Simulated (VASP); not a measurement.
Wanted: the native input for a VASP 6.6.1 run.

```
Task                   : relaxation of cell and atoms
Functional             : PBE
Potentials or basis    : VASP PAW PBE potentials, release 64 (P, As, Ga_d)
Cutoff                 : 600 eV
k mesh                 : 4 × 6 × 4
Occupations            : fermi-dirac, width 0.02 eV
Spin                   : no spin polarisation
Dipole correction      : no
Further INCAR settings : ALGO = Normal; EDIFF = 1e-07; IBRION = 2; EDIFFG = -0.005; NSW = 80; ISIF = 3
```

The structure of Ga4As3P lies in POSCAR:

```
Ga4As3P
1.0
    6.2572928689      0.0000000000      0.0000000000
    0.0000000000      3.8317776295      0.0000000000
    0.0000000000      0.0000000000      6.6368335375
P As Ga
1 3 4
Direct
    0.0000000000      0.0000000000      0.3333333333
    0.0000000000      0.5000000000      0.8333333333
    0.5000000000      0.5000000000      0.1666666667
    0.5000000000      0.0000000000      0.6666666667
    0.3750000000      0.0000000000      0.3333333333
    0.3750000000      0.5000000000      0.8333333333
    0.8750000000      0.5000000000      0.1666666667
    0.8750000000      0.0000000000      0.6666666667
```

The input as run:

INCAR

```
ALGO = Normal ; EDIFF = 1E-7
EDIFFG = -0.005 ; ENCUT = 600
GGA = PE ; IBRION = 2
ISIF = 3 ; ISMEAR = -1
LASPH = True ; LCHARG = False
LREAL = False ; LWAVE = False
NELM = 60 ; NSW = 80
PREC = Accurate ; SIGMA = 0.02
```

KPOINTS

```
k-points
0
Gamma
  4 6 4
```

Potentials or basis: VASP PAW PBE potentials, release 64 (P, As, Ga_d).

Command:

```sh
$ cat potpaw_PBE.64/P/POTCAR potpaw_PBE.64/As/POTCAR potpaw_PBE.64/Ga_d/POTCAR > POTCAR
$ mpirun -np 1 vasp_std > vasp.out
```

Results of the run:

```yaml
Relaxed_volume: 22.98 Å³/atom
Relaxed_cell: a = 6.604 Å, b = 4.012 Å, c = 6.940 Å, α = 90.00°, β = 90.01°, γ = 90.00°
Space_group_after_relaxing_to_0.1_Å: Pm (No. 6)
Energy_gained_by_relaxing: 120.7 meV/atom
Ionic_steps: 17
Pressure_after_relaxing: 0.0 GPa
Largest_force_after_relaxing: 0.005 eV/Å
Band_gap_on_the_k_mesh: 0.45 eV
```

Caveat: the volume moved by over 15 % at a fixed basis, so the end points are rough; semilocal functionals underestimate gaps, and a narrow one can read as zero.

Run time: 46 min on 1 thread of Oxide Virtual Turin-like Processor (shared host), peak memory 0.45 GiB.
